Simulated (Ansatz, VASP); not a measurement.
**Si: VASP beside Ansatz**

Contents of INCAR:

```
SYSTEM = Si
ALGO = Normal
DIPOL = 0.5 0.5 0.500
EDIFF = 1E-6
ENCUT = 520
IDIPOL = 3
ISIF = 2
ISMEAR = 0
LASPH = .True.
LCHARG = .False.
LDIPOL = .True.
LREAL = .False.
LWAVE = .False.
NBANDS = 11
NELM = 80
PREC = Accurate
SIGMA = 0.1
```

Contents of KPOINTS:

```
k-points
0
Gamma
  15 15 1
  0 0 0
```

File POSCAR:

```
Si
1.0
    3.9540000000      0.0000000000      0.0000000000
   -1.9770000000      3.4242644466      0.0000000000
    0.0000000000      0.0000000000     28.0000000000
Si
2
Direct
    0.3333333333      0.6666666667      0.5025535714
    0.6666666667      0.3333333333      0.4974464286
```

Input for Ansatz:

```yaml
crystal:
  lattice:
    - [3.954, 0.0, 0.0]
    - [-1.977, 3.4242644466, 0.0]
    - [0.0, 0.0, 28.0]
  atoms:
    - { symbol: Si, position: [0.3333333333, 0.6666666667, 0.5025535714] }
    - { symbol: Si, position: [0.6666666667, 0.3333333333, 0.4974464286] }
  periodic: [true, true, false]
basis:
  ecutwfc: 420
kpoints:
  mp_grid: { grid: [15, 15, 1] }
hamiltonian:
  xc: lda
  pseudopotentials: { kind: paw, azcp: { folder: soft_1 } }
scf:
  occupations: { method: gaussian, width: 0.1 }
output:
  forces: true
  stress: true
  eigenvalues: true
```

Alike in both runs: task single point; functional LDA; k mesh 15 × 15 × 1; occupations gaussian, width 0.1 eV; no spin polarisation.

|  | VASP | Ansatz |
| --- | --- | --- |
| version | VASP 6.6.1 | Ansatz 0.2.0 |
| potentials or method | VASP PAW LDA potentials, release 64 (Si), cutoff 520 eV | scalar-relativistic, plane waves, PAW |
| valence electrons in the cell | 8 | 8 |

Ansatz gave:

- gap on the k mesh at the Fermi level (eV): none
- rms of the force components (eV/Å): 0.025

Problem. Estimate VASP's values.

Solution. gap on the k mesh at the Fermi level (eV): none; rms of the force components (eV/Å): 0.026.

Ansatz warns that its potentials were made for another functional, while VASP's fit it. LDA's correlation is that of Perdew and Zunger in VASP and of Perdew and Wang (1992) in Ansatz. Atom by atom the forces differ by 0.001 eV/Å (rms over components). A gap of «none» marks a metal or a gap that the smearing closes.
